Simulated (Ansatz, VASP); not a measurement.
## One calculation of AlGa3P4, two programs

File INCAR:

```
PREC = Accurate ; ENCUT = 600
EDIFF = 1E-6 ; ISMEAR = 0
SIGMA = 0.02 ; LREAL = False
LASPH = True ; NELM = 80
ALGO = Normal ; ISIF = 3
LWAVE = False ; LCHARG = False
GGA = PE ; IBRION = 2
NSW = 100 ; EDIFFG = -0.01
```

KPOINTS

```
regular mesh
0
Gamma
  8 8 8
```

Contents of POSCAR:

```
AlGa3P4
1.0
   -2.7492351198      2.7492351198      5.4974457914
    2.7492351198     -2.7492351198      5.4974457914
    2.7492351198      2.7492351198     -5.4974457914
Al Ga P
1 3 4
Direct
    0.5000000000      0.5000000000      0.0000000000
    0.0000000000      0.0000000000      0.0000000000
    0.2500000000      0.7500000000      0.5000000000
    0.7500000000      0.2500000000      0.5000000000
    0.1255596695      0.1255596695      0.5006309147
    0.3750712452      0.8744403305      0.0000000000
    0.6249287548      0.6249287548      0.4993690853
    0.8744403305      0.3750712452      0.0000000000
```

Input for Ansatz:

```yaml
crystal:
  lattice:
    - [-2.7492351198, 2.7492351198, 5.4974457914]
    - [2.7492351198, -2.7492351198, 5.4974457914]
    - [2.7492351198, 2.7492351198, -5.4974457914]
  atoms:
    - { symbol: Al, position: [0.5, 0.5, 0.0] }
    - { symbol: Ga, position: [0.0, 0.0, 0.0] }
    - { symbol: Ga, position: [0.25, 0.75, 0.5] }
    - { symbol: Ga, position: [0.75, 0.25, 0.5] }
    - { symbol: P, position: [0.1255596695, 0.1255596695, 0.5006309147] }
    - { symbol: P, position: [0.3750712452, 0.8744403305, 0.0] }
    - { symbol: P, position: [0.6249287548, 0.6249287548, 0.4993690853] }
    - { symbol: P, position: [0.8744403305, 0.3750712452, 0.0] }
basis:
  ecutwfc: 420
kpoints:
  mp_grid: { grid: [8, 8, 8] }
hamiltonian:
  xc: pbe
scf:
  occupations: { method: gaussian, width: 0.02 }
output:
  forces: true
  stress: true
  eigenvalues: true
  write_density: true
  write_potential: true
  elf: true
  volumetric_format: npy
relax:
  adjacent_minimum: "off"
  f_tol: 0.01
  max_steps: 80
  cell: { stress_tol: 0.05 }
```

Alike in both runs: task relaxation of cell and atoms; functional PBE; k mesh 8 × 8 × 8; occupations gaussian, width 0.02 eV; no spin polarisation.

```csv
,VASP,Ansatz
version,VASP 6.6.1,Ansatz 0.2.0
potentials or method,"VASP PAW PBE potentials, release 64 (Al, Ga_d, P), cutoff 600 eV","scalar-relativistic, plane waves, PAW"
valence electrons in the cell,62,62
```

Ansatz gave:

| Quantity | Value |
| --- | --- |
| gap on the k mesh at the Fermi level, each at its own relaxed structure (eV) | 1.63 |
| relaxed volume (Å³/atom) | 20.88 |
| relaxed cell length with the largest relative difference (Å) | 6.745 |

Problem. Which values does VASP return?

Solution. gap on the k mesh at the Fermi level, each at its own relaxed structure (eV): 1.63; relaxed volume (Å³/atom): 20.87; relaxed cell length with the largest relative difference (Å): 6.744.
